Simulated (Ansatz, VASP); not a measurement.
# Two plane-wave programs on In4As5

File INCAR:

```
PREC = Accurate ; ENCUT = 520
EDIFF = 1E-7 ; ISMEAR = 1
SIGMA = 0.2 ; LREAL = False
LASPH = True ; NELM = 80
ALGO = Normal ; ISIF = 2
LWAVE = False ; LCHARG = True
LDIPOL = True ; IDIPOL = 3
DIPOL = 0.5 0.5 0.500 ; GGA = PE
LELF = True ; LVHAR = True
LVACPOTAV = True ; NBANDS = 48
```

KPOINTS

```
Automatic mesh
0
Gamma
  8 8 1
```

Contents of POSCAR:

```
In4As5
1.0
    4.3746994652      0.0000000000      0.0000000000
    0.0000000000      4.3746994652      0.0000000000
    0.0000000000      0.0000000000     27.3735186299
As In
5 4
Direct
    0.0000000000      0.5000000000      0.2739874293
    0.5000000000      0.0000000000      0.3869937146
    0.0000000000      0.5000000000      0.5000000000
    0.5000000000      0.0000000000      0.6130062854
    0.0000000000      0.5000000000      0.7260125707
    0.5000000000      0.5000000000      0.3304905720
    0.0000000000      0.0000000000      0.4434968573
    0.5000000000      0.5000000000      0.5565031427
    0.0000000000      0.0000000000      0.6695094280
```

Input for Ansatz:

```yaml
crystal:
  lattice:
    - [4.3746994652, 0.0, 0.0]
    - [0.0, 4.3746994652, 0.0]
    - [0.0, 0.0, 27.3735186299]
  atoms:
    - { symbol: As, position: [0.0, 0.5, 0.2739874293] }
    - { symbol: In, position: [0.5, 0.5, 0.330490572] }
    - { symbol: As, position: [0.5, 0.0, 0.3869937146] }
    - { symbol: In, position: [0.0, 0.0, 0.4434968573] }
    - { symbol: As, position: [0.0, 0.5, 0.5] }
    - { symbol: In, position: [0.5, 0.5, 0.5565031427] }
    - { symbol: As, position: [0.5, 0.0, 0.6130062854] }
    - { symbol: In, position: [0.0, 0.0, 0.669509428] }
    - { symbol: As, position: [0.0, 0.5, 0.7260125707] }
basis:
  ecutwfc: 420
kpoints:
  mp_grid: { grid: [8, 8, 1] }
hamiltonian:
  xc: pbe
scf:
  occupations: { method: methfessel_paxton, width: 0.2 }
output:
  forces: true
  stress: true
  eigenvalues: true
efield:
  axis: 3
  dipole_correction: true
  ramp_width: 0.04
```

Alike in both runs: task single point; functional PBE; k mesh 8 × 8 × 1; occupations methfessel-paxton of order 1, width 0.2 eV; no spin polarisation.

|  | VASP | Ansatz |
| --- | --- | --- |
| version | VASP 6.6.1 | Ansatz 0.2.0 |
| potentials or method | VASP PAW PBE potentials, release 64 (As, In_d), cutoff 520 eV | scalar-relativistic, plane waves, PAW |
| valence electrons in the cell | 77 | 127 |

```csv
,VASP,Ansatz,Ansatz less VASP
gap on the k mesh at the Fermi level (eV),none,none,-
rms of the force components (eV/Å),0.108,0.108,+0.0003
"work function, face that differs most (eV)",5.74,5.73,-0.002
```

A gap of «none» marks a metal or a gap that the smearing closes. VASP's potentials hold 77 valence electrons a cell and Ansatz's 127, so a difference there can come from the potentials and not from the codes.
